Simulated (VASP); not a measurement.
# NaF (Pm-3m) in VASP: further runs, part 2 of 2

VASP 6.6.1. The steps go on from the part before.

**3. G0W0 quasiparticle levels, PBE**

Contents of POSCAR:

```
NaF
1.0
    2.7934851911      0.0000000000      0.0000000000
    0.0000000000      2.7934851911      0.0000000000
    0.0000000000      0.0000000000      2.7934851911
Na F
1 1
Direct
    0.0000000000      0.0000000000      0.0000000000
    0.5000000000      0.5000000000      0.5000000000
```

Contents of INCAR.step1:

```
PREC = Accurate
ENCUT = 500
EDIFF = 1E-8
ISMEAR = 0
SIGMA = 0.01
LREAL = False
LASPH = True
NELM = 80
ALGO = Normal
LWAVE = True
LCHARG = False
GGA = PE
```

Contents of INCAR.step2:

```
PREC = Accurate
ENCUT = 500
EDIFF = 1E-8
ISMEAR = 0
SIGMA = 0.01
LREAL = False
LASPH = True
NELM = 1
ALGO = Exact
LWAVE = True
LCHARG = False
GGA = PE
NBANDS = 43
LOPTICS = True
ISTART = 1
```

Contents of INCAR.step3:

```
PREC = Accurate
ENCUT = 500
EDIFF = 1E-8
ISMEAR = 0
SIGMA = 0.01
LREAL = False
LASPH = True
ALGO = EVGW0
LWAVE = False
LCHARG = False
GGA = PE
NELMGW = 1
NBANDS = 43
ENCUTGW = 80.0
NOMEGA = 96
PRECFOCK = Fast
ISTART = 1
NBANDSGW = 16
OMEGAMAX = 20
```

Contents of KPOINTS:

```
regular mesh
0
Gamma
  4 4 4
```

Potentials or basis: VASP PAW PBE potentials, release 64 (Na_sv_GW, F_GW).

Started as:

```sh
$ cat potpaw_PBE.64/Na_sv_GW/POTCAR potpaw_PBE.64/F_GW/POTCAR > POTCAR
$ cp INCAR.step1 INCAR
$ mpirun -np 1 vasp_std > vasp.out
$ cp INCAR.step2 INCAR
$ mpirun -np 1 vasp_std > vasp.out
$ cp INCAR.step3 INCAR
$ mpirun -np 1 vasp_std > vasp.out
```

OUTCAR:

```text
PREC = Accurate
   ENCUT = 500
   EDIFF = 1E-8
   ISMEAR = 0
   LREAL = False
   LASPH = True
   GGA = PE
   NELMGW = 1
   ENCUTGW = 80.0
   PRECFOCK = Fast
   ISTART = 1

 ion  position               nearest neighbor table
   1  0.000  0.000  0.000-
   2  0.500  0.500  0.500-

  LATTYP: Found a simple cubic cell.
 ALAT       =     2.7934851911

  Lattice vectors:

 A1 = (   2.7934851911,   0.0000000000,   0.0000000000)
 A2 = (   0.0000000000,   2.7934851911,   0.0000000000)
 A3 = (   0.0000000000,   0.0000000000,   2.7934851911)

Analysis of symmetry for initial positions (statically):
=====================================================================
 Subroutine PRICEL returns:
 Original cell was already a primitive cell.

 Routine SETGRP: Setting up the symmetry group for a
 simple cubic supercell.

 Subroutine GETGRP returns: Found 48 space group operations
 (whereof 48 operations were pure point group operations)
 out of a pool of 48 trial point group operations.

The static configuration has the point symmetry O_h .

Analysis of symmetry for dynamics (positions and initial velocities):
=====================================================================
 Subroutine PRICEL returns:
 Original cell was already a primitive cell.

 Routine SETGRP: Setting up the symmetry group for a
 simple cubic supercell.

 Subroutine GETGRP returns: Found 48 space group operations
 (whereof 48 operations were pure point group operations)
 out of a pool of 48 trial point group operations.

The dynamic configuration has the point symmetry O_h .

 Subroutine INISYM returns: Found 48 space group operations
 (whereof 48 operations are pure point group operations),
 and found     1 'primitive' translations
[... 77 lines left out ...]
   LASPH  =      T    aspherical Exc in radial PAW
   ENCUT  =  500.0 eV  36.75 Ry    6.06 a.u.   5.09  5.09  5.09*2*pi/ulx,y,z
   NELM   =     60;   NELMIN=  2; NELMDL=  0     # of ELM steps
   EDIFF  = 0.1E-07   stopping-criterion for ELM
   LREAL  =      F    real-space projection
   EDIFFG = 0.1E-06   stopping-criterion for IOM
   NSW    =      0    number of steps for IOM
   IBRION =     -1    ionic relax: 0-MD 1-quasi-New 2-CG
   NFREE  =      0    steps in history (QN), initial steepest desc. (CG)
   ISIF   =      0    stress and relaxation
   ISYM   =      3    0-nonsym 1-usesym 2-fastsym
   POTIM  = 0.5000    time-step for ionic-motion
   TEBEG  =    0.0;   TEEND  =   0.0 temperature during run
   PSTRESS=    0.0 pullay stress
   NELECT =      16.0000    total number of electrons
   NUPDOWN=      -1.0000    fix difference up-down
   EMIN   =  10.00;   EMAX   =-10.00  energy-range for DOS
   EFERMI =   0.00;   METHOD = LEGACY
   ISMEAR =     0;   SIGMA  =   0.01  broadening in eV -4-tet -1-fermi 0-gaus
   EFERMI_NEDOS =   21; number of points for ismear=-14 and -15
   IALGO  =     38    algorithm
   IMIX   =      4    mixing-type and parameters
     AMIX     =   0.40;   BMIX     =  1.00
     AMIX_MAG =   1.60;   BMIX_MAG =  1.00
  volume/ion in A,a.u.               =      10.90        73.55
  Fermi-wavevector in a.u.,A,eV,Ry     =   1.476732  2.790619 29.670747  2.180738
  Thomas-Fermi vector in A             =   2.591223
   LORBIT       =      0    0 simple, 1 ext, 2 COOP (PROOUT), +10 PAW based schemes
   GGA     = PE    functional components
   LHFCALC =     T    Hartree Fock is set to
   PRECFOCK=fast      Normal, Fast or Accurate (Low or Medium for compatibility)
   ENCUT4O =  -1.0   cutoff for four orbital integrals eV
   NKREDX  =     1    reduce k-point grid by
   NKREDY  =     1    reduce k-point grid by
   NKREDZ  =     1    reduce k-point grid by
   AEXX    =    1.0000 exact exchange contribution
   HFSCREEN=    0.0000 screening length (either q_TF or 0.3 A-1)
   HFSCREENC=   0.0000 screening length for correlation (either q_TF or 0.3 A-1)
   ENCUTFOCK=  -1.0 apply spherical cutoff to Coloumb kernel
   IVDW    =     0    specifies the selected vdW correction
   LEPSILON=     F    determine dielectric tensor
   LRPA    =     F    only Hartree local field effects (RPA)
   LRPAFORCE           =     F    calculate RPA forces
   ENCUTGW             =  80.0    cutoff for response function in eV
   ENCUTGWSOFT         =  64.0    soft cutoff for Coulomb kernel in GW response function in eV
   ENCUTLF             =  -1.0    cutoff for local field effects
   NELMGW              =     1    number of iterations in solving QP/BSE equation
   NELMHF              =     1    number of iterations in the inner HF iteration
   NKREDLFX            =     1    NKREDLFY  =   1   NKREDLFZ  =   1
 non-spin polarized calculation
 Gauss-broadening in eV      SIGMA  =   0.01
  energy-cutoff  :      500.00
  volume of cell :       21.80
 maximum number of plane-waves:       568
  NGX = 12; NGY = 12; NGZ = 12
   NGX = 11   NGY = 11   NGZ = 11
 maximum number of plane-waves:        40
 NGX is ok and might be reduce to    10

 QP shifts <psi_nk| G(iteration)W_0 |psi_nk>: iteration 1
 for sc-GW calculations column KS-energies equals QP-energies in previous step
 and V_xc(KS)=  KS-energies - (<T + V_ion + V_H > + <T+V_H+V_ion>^1  + <V_x>^1)

 k-point   1 :       0.0000    0.0000    0.0000
  band No.  KS-energies  QP-energies   sigma(KS)   V_xc(KS)     V^pw_x(r,r')   Z            occupation Imag(sigma)

      1     -48.5420     -60.2457     -43.3594     -29.2161     -49.0743       0.8275       2.0000       0.2659
      2     -20.3528     -27.5878     -36.9020     -28.4673     -41.5303       0.8578       2.0000       0.0497
      3     -20.3528     -27.5878     -36.9020     -28.4673     -41.5303       0.8578       2.0000       0.0497
      4     -20.3528     -27.5878     -36.9020     -28.4673     -41.5303       0.8578       2.0000       0.0497
      5     -20.1886     -25.7935     -28.7851     -22.4788     -36.6098       0.8888       2.0000       0.9992
      6      -0.6475      -3.2341     -25.5978     -22.3926     -30.2542       0.8070       2.0000       0.0518
[... 175 lines left out ...]
      2     -20.5407     -27.7466     -36.5542     -28.1377     -41.1691       0.8562       2.0000       0.0422
      3     -20.5407     -27.7466     -36.5542     -28.1377     -41.1691       0.8562       2.0000       0.0422
      4     -20.5407     -27.7466     -36.5542     -28.1377     -41.1691       0.8562       2.0000       0.0422
      5     -19.4205     -25.3145     -29.7670     -23.4676     -37.5084       0.9356       2.0000       1.0222
      6      -1.9778      -4.8333     -24.0040     -20.4439     -28.5850       0.8021       2.0000       0.0586
[... 8 lines left out ...]
     15      23.1793      26.2171      -7.9614     -11.2467      -4.0377       0.9247       0.0000      -0.3612
     16      32.1656      35.2103      -8.6451     -12.3470      -4.6529       0.8225       0.0000      -0.7835
```

Run time: 27 s. Hardware: 1 thread of AMD EPYC 9R45 (Zen 5), shared host; peak memory 0.17 GiB.

What came out:

| Item | Value |
| --- | --- |
| Quasiparticle gap | 10.31 eV |
| Least direct quasiparticle gap | 10.69 eV |
| Band gap of the starting levels on the mesh | 6.13 eV |
| Least direct gap of the starting levels on the mesh | 6.46 eV |

Caveat: the k points lie up to 0.56 Å⁻¹ apart; bands, screening cutoff and mesh are small and nothing is extrapolated, so the quasiparticle values aren't converged; the structure was generated, so it needn't be the stable form of NaF.

**4. G0W0 quasiparticle levels, r2SCAN**

POSCAR is that of step 3.

Contents of INCAR.step1:

```
ALGO = Normal
EDIFF = 1E-8
ENCUT = 500
ISMEAR = 0
LASPH = T
LCHARG = F
LMIXTAU = T
LREAL = F
LWAVE = T
METAGGA = R2SCAN
NELM = 100
PREC = Accurate
SIGMA = 0.01
```

Contents of INCAR.step2:

```
ALGO = Exact
EDIFF = 1E-8
ENCUT = 500
ISMEAR = 0
ISTART = 1
LASPH = T
LCHARG = F
LMIXTAU = T
LOPTICS = T
LREAL = F
LWAVE = T
METAGGA = R2SCAN
NBANDS = 89
NELM = 1
PREC = Accurate
SIGMA = 0.01
```

Contents of INCAR.step3:

```
ALGO = EVGW0
EDIFF = 1E-8
ENCUT = 500
ENCUTGW = 140.0
ISMEAR = 0
ISTART = 1
LASPH = T
LCHARG = F
LMIXTAU = T
LREAL = F
LWAVE = F
METAGGA = R2SCAN
NBANDS = 89
NBANDSGW = 16
NELMGW = 1
NOMEGA = 96
OMEGAMAX = 20
PREC = Accurate
PRECFOCK = Fast
SIGMA = 0.01
```

Contents of KPOINTS:

```
k-points
0
Gamma
  4 4 4
```

Potentials or basis: VASP PAW PBE potentials, release 64 (Na_sv_GW, F_GW).

Started as:

```sh
$ cat potpaw_PBE.64/Na_sv_GW/POTCAR potpaw_PBE.64/F_GW/POTCAR > POTCAR
$ cp INCAR.step1 INCAR
$ mpirun -np 1 vasp_std > vasp.out
$ cp INCAR.step2 INCAR
$ mpirun -np 1 vasp_std > vasp.out
$ cp INCAR.step3 INCAR
$ mpirun -np 1 vasp_std > vasp.out
```

OUTCAR:

```text
EDIFF = 1E-8
   ENCUT = 500
   ENCUTGW = 140.0
   ISMEAR = 0
   ISTART = 1
   LASPH = T
   LREAL = F
   METAGGA = R2SCAN
   NELMGW = 1
   PREC = Accurate
   PRECFOCK = Fast

 ion  position               nearest neighbor table
   1  0.000  0.000  0.000-
   2  0.500  0.500  0.500-

  LATTYP: Found a simple cubic cell.
 ALAT       =     2.7934851911

  Lattice vectors:

 A1 = (   2.7934851911,   0.0000000000,   0.0000000000)
 A2 = (   0.0000000000,   2.7934851911,   0.0000000000)
 A3 = (   0.0000000000,   0.0000000000,   2.7934851911)

Analysis of symmetry for initial positions (statically):
=====================================================================
 Subroutine PRICEL returns:
 Original cell was already a primitive cell.

 Routine SETGRP: Setting up the symmetry group for a
 simple cubic supercell.

 Subroutine GETGRP returns: Found 48 space group operations
 (whereof 48 operations were pure point group operations)
 out of a pool of 48 trial point group operations.

The static configuration has the point symmetry O_h .

Analysis of symmetry for dynamics (positions and initial velocities):
=====================================================================
 Subroutine PRICEL returns:
 Original cell was already a primitive cell.

 Routine SETGRP: Setting up the symmetry group for a
 simple cubic supercell.

 Subroutine GETGRP returns: Found 48 space group operations
 (whereof 48 operations were pure point group operations)
 out of a pool of 48 trial point group operations.

The dynamic configuration has the point symmetry O_h .

[... 77 lines left out ...]
   ISPIN  =      1    spin polarized calculation?
   LNONCOLLINEAR =      F non collinear calculations
   LSORBIT =      F    spin-orbit coupling
   LASPH  =      T    aspherical Exc in radial PAW
   ENCUT  =  500.0 eV  36.75 Ry    6.06 a.u.   5.09  5.09  5.09*2*pi/ulx,y,z
   NELM   =     60;   NELMIN=  2; NELMDL=  0     # of ELM steps
   EDIFF  = 0.1E-07   stopping-criterion for ELM
   LREAL  =      F    real-space projection
   EDIFFG = 0.1E-06   stopping-criterion for IOM
   NSW    =      0    number of steps for IOM
   IBRION =     -1    ionic relax: 0-MD 1-quasi-New 2-CG
   NFREE  =      0    steps in history (QN), initial steepest desc. (CG)
   ISIF   =      0    stress and relaxation
   ISYM   =      3    0-nonsym 1-usesym 2-fastsym
   POTIM  = 0.5000    time-step for ionic-motion
   TEBEG  =    0.0;   TEEND  =   0.0 temperature during run
   PSTRESS=    0.0 pullay stress
   NELECT =      16.0000    total number of electrons
   NUPDOWN=      -1.0000    fix difference up-down
   EMIN   =  10.00;   EMAX   =-10.00  energy-range for DOS
   EFERMI =   0.00;   METHOD = LEGACY
   ISMEAR =     0;   SIGMA  =   0.01  broadening in eV -4-tet -1-fermi 0-gaus
   EFERMI_NEDOS =   21; number of points for ismear=-14 and -15
   IALGO  =     38    algorithm
   IMIX   =      4    mixing-type and parameters
     AMIX     =   0.40;   BMIX     =  1.00
     AMIX_MAG =   1.60;   BMIX_MAG =  1.00
  volume/ion in A,a.u.               =      10.90        73.55
  Fermi-wavevector in a.u.,A,eV,Ry     =   1.476732  2.790619 29.670747  2.180738
  Thomas-Fermi vector in A             =   2.591223
   LORBIT       =      0    0 simple, 1 ext, 2 COOP (PROOUT), +10 PAW based schemes
   METAGGA = R2SCAN    functional components
   LHFCALC =     T    Hartree Fock is set to
   PRECFOCK=fast      Normal, Fast or Accurate (Low or Medium for compatibility)
   ENCUT4O =  -1.0   cutoff for four orbital integrals eV
   NKREDX  =     1    reduce k-point grid by
   NKREDY  =     1    reduce k-point grid by
   NKREDZ  =     1    reduce k-point grid by
   AEXX    =    1.0000 exact exchange contribution
   HFSCREEN=    0.0000 screening length (either q_TF or 0.3 A-1)
   HFSCREENC=   0.0000 screening length for correlation (either q_TF or 0.3 A-1)
   ENCUTFOCK=  -1.0 apply spherical cutoff to Coloumb kernel
   IVDW    =     0    specifies the selected vdW correction
   LEPSILON=     F    determine dielectric tensor
   LRPA    =     F    only Hartree local field effects (RPA)
   LRPAFORCE           =     F    calculate RPA forces
   ENCUTGW             = 140.0    cutoff for response function in eV
   ENCUTGWSOFT         = 112.0    soft cutoff for Coulomb kernel in GW response function in eV
   ENCUTLF             =  -1.0    cutoff for local field effects
   NELMGW              =     1    number of iterations in solving QP/BSE equation
   NELMHF              =     1    number of iterations in the inner HF iteration
   NKREDLFX            =     1    NKREDLFY  =   1   NKREDLFZ  =   1
 non-spin polarized calculation
 Gauss-broadening in eV      SIGMA  =   0.01
  energy-cutoff  :      500.00
  volume of cell :       21.80
 maximum number of plane-waves:       568
  NGX = 12; NGY = 12; NGZ = 12
   NGX = 11   NGY = 11   NGZ = 11
 maximum number of plane-waves:        94

 QP shifts <psi_nk| G(iteration)W_0 |psi_nk>: iteration 1
 for sc-GW calculations column KS-energies equals QP-energies in previous step
 and V_xc(KS)=  KS-energies - (<T + V_ion + V_H > + <T+V_H+V_ion>^1  + <V_x>^1)

 k-point   1 :       0.0000    0.0000    0.0000
  band No.  KS-energies  QP-energies   sigma(KS)   V_xc(KS)     V^pw_x(r,r')   Z            occupation Imag(sigma)

      1     -51.2120     -59.3228     -41.9356     -32.1452     -49.2421       0.8284       2.0000       0.1910
      2     -21.9631     -25.5740     -28.5254     -24.4952     -36.7410       0.8960       2.0000       0.9609
      3     -21.5433     -27.0611     -36.3095     -29.8690     -41.6143       0.8567       2.0000       0.0388
      4     -21.5433     -27.0611     -36.3095     -29.8690     -41.6143       0.8567       2.0000       0.0388
      5     -21.5433     -27.0611     -36.3095     -29.8690     -41.6143       0.8567       2.0000       0.0388
      6      -1.2893      -3.4869     -25.8425     -23.1568     -30.2839       0.8183       2.0000       0.0399
[... 175 lines left out ...]
      2     -21.7220     -27.2248     -36.0010     -29.5542     -41.2816       0.8536       2.0000       0.0342
      3     -21.7220     -27.2248     -36.0010     -29.5542     -41.2816       0.8536       2.0000       0.0342
      4     -21.7220     -27.2248     -36.0010     -29.5542     -41.2816       0.8536       2.0000       0.0342
      5     -21.2093     -24.9303     -29.4522     -25.4434     -37.5783       0.9282       2.0000       0.9787
      6      -2.6218      -5.0798     -24.3126     -21.2918     -28.6979       0.8137       2.0000       0.0437
[... 8 lines left out ...]
     15      23.3614      26.2005      -7.9363     -11.0243      -3.9535       0.9194       0.0000      -0.3105
     16      32.8636      35.7459      -8.7597     -11.7020      -4.6597       0.9796       0.0000      -0.7800
```

OUTCAR.step1:

```text
EDIFF = 1E-8
   ENCUT = 500
   ISMEAR = 0
   LASPH = T
   LREAL = F
[... 353 lines left out ...]
 -----------------------------------------------------------------------------------
      0.00000      0.00000      0.00000         0.000000      0.000000      0.000000
      1.39674      1.39674      1.39674         0.000000      0.000000      0.000000
 -----------------------------------------------------------------------------------
    total drift:                               -0.000000      0.000000      0.000000

  FREE ENERGIE OF THE ION-ELECTRON SYSTEM (eV)
  ---------------------------------------------------
  free  energy   TOTEN  =       -14.4511820682 eV

  energy  without entropy=      -14.4511820682  energy(sigma->0) =      -14.45118207
```

It took 61 s on 1 thread of AMD EPYC 9R45 (Zen 5), shared host; peak memory 0.19 GiB.

Results:

| Quantity | Value |
| --- | --- |
| Quasiparticle gap | 10.71 eV |
| Least direct quasiparticle gap | 11.10 eV |
| Band gap of the starting levels on the mesh | 6.74 eV |
| Least direct gap of the starting levels on the mesh | 7.07 eV |

Caveat: the k points lie up to 0.56 Å⁻¹ apart; bands, screening cutoff and mesh are small and nothing is extrapolated, so the quasiparticle values aren't converged; the structure was generated, so it needn't be the stable form of NaF.
